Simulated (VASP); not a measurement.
# Ge (I4_1/amd) in VASP: notebook, part 2 of 2

VASP 6.6.1. Earlier steps stand in the parts before.

## Step 4: Relaxation of cell and atoms, r2SCAN, target pressure 13.3 GPa, at which the enthalpy is minimised

This run uses another cell than the first one, of 18.52 Å³/atom.

POSCAR reads:

```
Ge
1.0
   -2.5744897190      2.5744897190      1.3974126432
    2.5744897190     -2.5744897190      1.3974126432
    2.5744897190      2.5744897190     -1.3974126432
Ge
2
Direct
    0.2500000000      0.7500000000      0.5000000000
    0.5000000000      0.5000000000      0.0000000000
```

INCAR.step1 reads:

```
PREC = Accurate ; ENCUT = 600
ISMEAR = 0 ; SIGMA = 0.1
LREAL = False ; LASPH = True
NELM = 60 ; GGA = PE
ALGO = Normal ; EDIFF = 1E-4
LWAVE = True ; LCHARG = False
```

INCAR.step2 reads:

```
PREC = Accurate ; ENCUT = 600
EDIFF = 1E-6 ; ISMEAR = 0
SIGMA = 0.1 ; LREAL = False
LASPH = True ; NELM = 60
ALGO = Normal ; ISIF = 3
LWAVE = False ; LCHARG = False
METAGGA = R2SCAN ; LMIXTAU = True
IBRION = 2 ; NSW = 80
EDIFFG = -0.05 ; PSTRESS = 133.0
ISTART = 1
```

KPOINTS reads:

```
regular mesh
0
Gamma
  8 8 8
```

Launch:

```sh
$ cat potpaw_PBE.64/Ge_d/POTCAR > POTCAR
$ cp INCAR.step1 INCAR
$ mpirun -np 1 vasp_std > vasp.out
$ cp INCAR.step2 INCAR
$ mpirun -np 1 vasp_std > vasp.out
```

It took 6.2 min on 1 thread of Intel Xeon 6975P-C (Granite Rapids), shared host; peak memory 0.21 GiB.

It converged, with:

```yaml
Free_energy: -26.8653 eV
Relaxed_volume: 16.40 Å³/atom
Relaxed_cell: a = 3.711 Å, b = 3.711 Å, c = 3.711 Å, α = 97.99°, β = 97.99°, γ = 136.23°
Space_group_after_relaxing_to_0.1_Å: I4_1/amd (No. 141)
Energy_change_on_relaxing_the_run_minimises_the_enthalpy: +69.8 meV/atom
Ionic_steps: 8
Pressure_after_relaxing: 13.3 GPa
Band_gap_on_the_k_mesh: zero (bands 14 and 15 overlap by 5.70 eV)
```

Stress tensor (GPa, compression positive):
```
13.28  0.00  0.00
 0.00 13.28  0.00
 0.00  0.00 13.37
```

The path:
| step | energy change (eV) | largest force (eV/Å) | pressure (GPa) | volume (Å³) |
| --- | --- | --- | --- | --- |
| 1 | 0.0000 | 0.0000 | 0.52 | 37.05 |
| 2 | 0.5545 | 0.0000 | 30.36 | 29.67 |
| 3 | 0.1582 | 0.0000 | 13.68 | 32.74 |
| 4 | 0.1650 | 0.0000 | 14.04 | 32.65 |
| 5 | 0.1508 | 0.0000 | 13.92 | 32.67 |
| 6 | 0.1508 | 0.0000 | 13.94 | 32.67 |
| 7 | 0.1274 | 0.0000 | 12.75 | 32.95 |
| 8 | 0.1396 | 0.0000 | 13.31 | 32.80 |

Final structure:
```
CELL_PARAMETERS angstrom
-2.43492 2.43492 1.38315
2.43492 -2.43492 1.38315
2.43492 2.43492 -1.38315
ATOMIC_POSITIONS crystal
Ge 0.25000 0.75000 0.50000
Ge 0.50000 0.50000 0.00000
```

Levels at points of the mesh, in eV from the Fermi level:
| k point | band 10 | band 11 | band 12 | band 13 | band 14 | band 15 | band 16 | band 17 | band 18 |
| --- | --- | --- | --- | --- | --- | --- | --- | --- | --- |
| (0.00, 0.00, 0.00) | -25.15 | -15.06 | -2.96 | -2.65 | -2.65 | 3.70 | 8.77 | 9.33 | 9.33 |
| (0.50, 0.00, 0.00) | -25.22 | -9.07 | -7.44 | -2.37 | -2.29 | -1.98 | 2.54 | 4.37 | 6.75 |
| (0.50, 0.50, 0.00) | -25.27 | -11.76 | -11.76 | 0.86 | 0.86 | 3.07 | 3.07 | 7.88 | 7.88 |
| (0.50, 0.50, 0.50) | -25.34 | -9.38 | -9.38 | -6.96 | -6.96 | 5.97 | 5.97 | 13.98 | 13.98 |

Caveat: the cell is relaxed towards a set pressure, so the run minimises the enthalpy, not the energy; the PAW data sets were made with another functional, which shifts forces and pressure a little.

## Step 5: Single point, r2SCAN

POSCAR reads:

```
Ge
1.0
   -2.4616469657      2.4616469657      1.3543393203
    2.4616469657     -2.4616469657      1.3543393203
    2.4616469657      2.4616469657     -1.3543393203
Ge
2
Direct
    0.2500000000      0.7500000000      0.5000000000
    0.5000000000      0.5000000000      0.0000000000
```

INCAR.step1 reads:

```
SYSTEM = Ge
  PREC = Accurate
  ENCUT = 520
  ISMEAR = -1
  SIGMA = 0.1
  LREAL = .FALSE.
  LASPH = .TRUE.
  NELM = 60
  NBANDS = 21
  GGA = PE
  ALGO = Normal
  EDIFF = 1E-4
  LWAVE = .TRUE.
  LCHARG = .FALSE.
```

INCAR.step2 reads:

```
SYSTEM = Ge
  PREC = Accurate
  ENCUT = 520
  EDIFF = 1E-6
  ISMEAR = -1
  SIGMA = 0.1
  LREAL = .FALSE.
  LASPH = .TRUE.
  NELM = 60
  ALGO = Normal
  ISIF = 2
  LWAVE = .FALSE.
  LCHARG = .TRUE.
  METAGGA = R2SCAN
  LMIXTAU = .TRUE.
  LELF = .TRUE.
  LVHAR = .TRUE.
  NBANDS = 21
  ISTART = 1
```

KPOINTS reads:

```
regular mesh
0
G
  18 18 18
  0 0 0
```

Potentials or basis: VASP PAW PBE potentials, release 64 (Ge_d).

Launch:

```sh
$ cat potpaw_PBE.64/Ge_d/POTCAR > POTCAR
$ cp INCAR.step1 INCAR
$ mpirun -np 1 vasp_std > vasp.out
$ cp INCAR.step2 INCAR
$ mpirun -np 1 vasp_std > vasp.out
```

OUTCAR:

```text
SYSTEM = Ge
   PREC = Accurate
   ENCUT = 520
   EDIFF = 1E-6
   ISMEAR = -1
   LREAL = .FALSE.
   LASPH = .TRUE.
   NELM = 60
   ISIF = 2
   METAGGA = R2SCAN
   ISTART = 1

 ion  position               nearest neighbor table
   1  0.250  0.750  0.500-   2 2.55   2 2.55   2 2.55   2 2.55
   2  0.500  0.500  0.000-   1 2.55   1 2.55   1 2.55   1 2.55

  LATTYP: Found a body centered tetragonal cell.
 ALAT       =     4.9232939314
 C/A-ratio  =     0.5501760972

  Lattice vectors:

 A1 = (  -2.4616469657,   2.4616469657,   1.3543393203)
 A2 = (   2.4616469657,  -2.4616469657,   1.3543393203)
 A3 = (   2.4616469657,   2.4616469657,  -1.3543393203)

Analysis of symmetry for initial positions (statically):
=====================================================================
 Subroutine PRICEL returns:
 Original cell was already a primitive cell.

 Routine SETGRP: Setting up the symmetry group for a
 body centered tetragonal supercell.

 Subroutine GETGRP returns: Found 16 space group operations
 (whereof  8 operations were pure point group operations)
 out of a pool of 16 trial point group operations.

The static configuration has the point symmetry D_2d.
 The point group associated with its full space group is D_4h.

Analysis of symmetry for dynamics (positions and initial velocities):
=====================================================================
 Subroutine PRICEL returns:
 Original cell was already a primitive cell.

 Routine SETGRP: Setting up the symmetry group for a
 body centered tetragonal supercell.

 Subroutine GETGRP returns: Found 16 space group operations
 (whereof  8 operations were pure point group operations)
 out of a pool of 16 trial point group operations.

The dynamic configuration has the point symmetry D_2d.
 The point group associated with its full space group is D_4h.

[... 109 lines left out ...]
   NELECT =      28.0000    total number of electrons
   NUPDOWN=      -1.0000    fix difference up-down
   EMIN   =  10.00;   EMAX   =-10.00  energy-range for DOS
   EFERMI =   0.00;   METHOD = LEGACY
   ISMEAR =    -1;   SIGMA  =   0.10  broadening in eV -4-tet -1-fermi 0-gaus
   EFERMI_NEDOS =   21; number of points for ismear=-14 and -15
   IALGO  =     38    algorithm
   IMIX   =      4    mixing-type and parameters
     AMIX     =   0.40;   BMIX     =  1.00
     AMIX_MAG =   1.60;   BMIX_MAG =  1.00
  volume/ion in A,a.u.               =      16.41       110.77
  Fermi-wavevector in a.u.,A,eV,Ry     =   1.552558  2.933909 32.795978  2.410436
  Thomas-Fermi vector in A             =   2.656916
   LORBIT       =      0    0 simple, 1 ext, 2 COOP (PROOUT), +10 PAW based schemes
   METAGGA = R2SCAN    functional components
   LHFCALC =     F    Hartree Fock is set to
   AEXX    =    0.0000 exact exchange contribution
   IVDW    =     0    specifies the selected vdW correction
   LEPSILON=     F    determine dielectric tensor
   LRPA    =     F    only Hartree local field effects (RPA)
 non-spin polarized calculation
  energy-cutoff  :      520.00
  volume of cell :       32.83
 maximum number of plane-waves:       897
   NGX = 13   NGY = 13   NGZ = 13

 number of electron      27.9999994 magnetization

 Free energy of the ion-electron system (eV)
  ---------------------------------------------------
  ext. energy  EPLUGINS =         0.00000000
  ---------------------------------------------------
  free energy    TOTEN  =       -26.87409759 eV

  energy without entropy =      -26.85366287  energy(sigma->0) =      -26.86388023

 E-fermi :   8.1431     XC(G=0): -13.0974

 val. band max:        8.1348480150   @ k =   0.4444   0.3333   0.1111
 cond. band min:       8.1455792785   @ k =  -0.2778  -0.4444   0.0556
 fundamental gap:      0.0107312634
 Fermi energy:         8.1431445405

 k-point     1 :       0.0000    0.0000    0.0000
  band No.  band energies     occupation
      1     -17.5453      2.00000
      2     -17.4608      2.00000
      3     -17.4378      2.00000
      4     -17.4208      2.00000
      5     -17.2688      2.00000
      6     -17.2688      2.00000
[... 565 lines left out ...]
     20      19.4833      0.00000
     21      20.1548      0.00000

 [... further k-points ...]

------------------------ aborting loop because EDIFF is reached ----------------------------------------

  FORCE on cell =-STRESS in cart. coord.  units (eV):
  Direction    XX          YY          ZZ          XY          YZ          ZX
  --------------------------------------------------------------------------------------
  -------------------------------------------------------------------------------------
  Total        2.7486951      2.7486951      2.7170672      0.0000000      0.0000000      0.0000000
  in kB      134.1523041    134.1523041    132.6086790      0.0000000      0.0000000      0.0000000
  external PRESSURE =     133.6377624 kB  Pullay stress =       0.0000000 kB

 VOLUME and BASIS-vectors are now :
 -----------------------------------------------------------------------------
  energy-cutoff  :      520.00
  volume of cell :       32.83
      direct lattice vectors                 reciprocal lattice vectors
    -2.461646966  2.461646966  1.354339320     0.000000000  0.203116047  0.369183699
     2.461646966 -2.461646966  1.354339320     0.203116047  0.000000000  0.369183699
     2.461646966  2.461646966 -1.354339320     0.203116047  0.203116047  0.000000000

 POSITION                                       TOTAL-FORCE (eV/Angst)
 -----------------------------------------------------------------------------------
      2.46165      0.00000      0.67717         0.000000     -0.000000      0.000000
      0.00000      0.00000      1.35434        -0.000000      0.000000     -0.000000
 -----------------------------------------------------------------------------------
    total drift:                                0.000000     -0.000000      0.000000

  FREE ENERGIE OF THE ION-ELECTRON SYSTEM (eV)
  ---------------------------------------------------
  free  energy   TOTEN  =       -26.8740975949 eV

  energy  without entropy=      -26.8536628684  energy(sigma->0) =      -26.86388023
```

OUTCAR.step1:

```text
SYSTEM = Ge
   PREC = Accurate
   ENCUT = 520
   ISMEAR = -1
   LREAL = .FALSE.
   LASPH = .TRUE.
[... 799 lines left out ...]
      2.46165      0.00000      0.67717         0.000000     -0.000000      0.000000
      0.00000      0.00000      1.35434        -0.000000      0.000000     -0.000000
 -----------------------------------------------------------------------------------
    total drift:                                0.000000     -0.000000      0.000000

  FREE ENERGIE OF THE ION-ELECTRON SYSTEM (eV)
  ---------------------------------------------------
  free  energy   TOTEN  =        -8.3354841896 eV

  energy  without entropy=       -8.3135279994  energy(sigma->0) =       -8.32450609
```

Wall time 7.2 min (1 thread of Intel Xeon 6975P-C (Granite Rapids), shared host); peak memory 0.36 GiB.

What came out:

- Free energy: -26.8741 eV
- Pressure: 13.4 GPa
- Band gap on the k mesh: zero (bands 14 and 15 overlap by 6.57 eV)

Levels at points of the mesh, in eV from the Fermi level:
```tsv
k point	band 11	band 12	band 13	band 14	band 15	band 16	band 17	band 18
(0.00, 0.00, 0.00)	-15.11	-3.50	-2.89	-2.89	3.49	8.97	8.97	9.32
(0.50, 0.00, 0.00)	-8.86	-7.37	-2.49	-2.47	-1.85	2.54	4.24	6.57
(0.50, 0.50, 0.00)	-11.89	-11.89	0.59	0.59	2.62	2.62	8.49	8.49
(0.50, 0.50, 0.50)	-9.65	-9.65	-7.05	-7.05	6.71	6.71	13.41	13.41
```

Caveat: the cell stands under pressure; the PAW data sets were made with another functional, which shifts forces and pressure a little.

## Step 6: Summary

```csv
task,cell,k mesh,cutoff (eV),smearing,gap on the mesh (eV),pressure (GPa)
single point,"a = 3.712 Å, angles 98.0, 98.0, 136.2°, 2 atoms",8 × 8 × 8,520,gaussian 0.1 eV,none,13.2
relaxation of cell and atoms,"relaxed to 13.3 GPa from a = 3.712 Å, angles 98.0, 98.0, 136.2°, 2 atoms",8 × 8 × 8,600,gaussian 0.1 eV,none,13.1
relaxation of cell and atoms,"relaxed to 13.3 GPa from a = 3.900 Å, angles 97.4, 97.4, 138.0°, 2 atoms",8 × 8 × 8,600,gaussian 0.1 eV,none,13.3
single point,"a = 3.735 Å, angles 97.6, 97.6, 137.5°, 2 atoms",18 × 18 × 18,520,fermi-dirac 0.1 eV,none,13.4
```

Alike in all rows: level r2SCAN; potentials or basis VASP PAW PBE potentials, release 64 (Ge_d); no spin polarisation.

Caveats: the PAW data sets were made with another functional, which shifts forces and pressure a little; the cell stands under pressure (at least some runs); the cell is relaxed towards a set pressure, so the run minimises the enthalpy, not the energy (at least some runs); the relaxation stopped at its first step, so nothing moved (at least some runs).

Absolute energies hang on the potentials; compare differences alone.
